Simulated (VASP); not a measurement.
Runs of VASP 6.6.1 on BAs. The structure is that of space group I-4m2 (No. 119), or close to it. The cells are those of the table. 

```csv
cell,gap on the mesh (eV),pressure (GPa)
"a = 3.589, b = 3.589, c = 3.095 Å, angles 64.5, 64.5, 51.1°, 2 atoms",none,(b)
"a = 3.685, b = 3.685, c = 3.009 Å, angles 65.9, 65.9, 48.2°, 2 atoms",none,-1.7
"a = 3.356, b = 3.356, c = 3.424 Å, angles 59.3, 59.3, 61.3°, 2 atoms",(a),-3.1
"a = 3.440, b = 3.440, c = 3.272 Å, angles 61.6, 61.6, 56.8°, 2 atoms",0.41,-3.1
"a = 3.511, b = 3.511, c = 3.179 Å, angles 63.1, 63.1, 53.8°, 2 atoms",none,(c)
"a = 3.337, b = 3.337, c = 3.473 Å, angles 58.6, 58.6, 62.7°, 2 atoms",none,-3.2
"a = 3.289, b = 3.289, c = 3.899 Å, angles 53.6, 53.6, 72.7°, 2 atoms",none,-8.3
"a = 3.762, b = 3.762, c = 2.951 Å, angles 66.9, 66.9, 46.2°, 2 atoms",none,-1.6
```

Alike in all rows: task single point; level LDA; potentials or basis VASP PAW LDA potentials, release 64 (B, As); no spin polarisation; k mesh 12 × 12 × 12; cutoff (eV) 520; smearing fermi-dirac 0.2 eV.

**Question.** Estimate the missing entries.

**Answer.** (a) 0.53; (b) -2.4; (c) -3.0.

A k mesh can miss the band edges, and the runs leave out spin-orbit coupling on As.

A gap of «none» marks levels without a gap at the run's occupations.
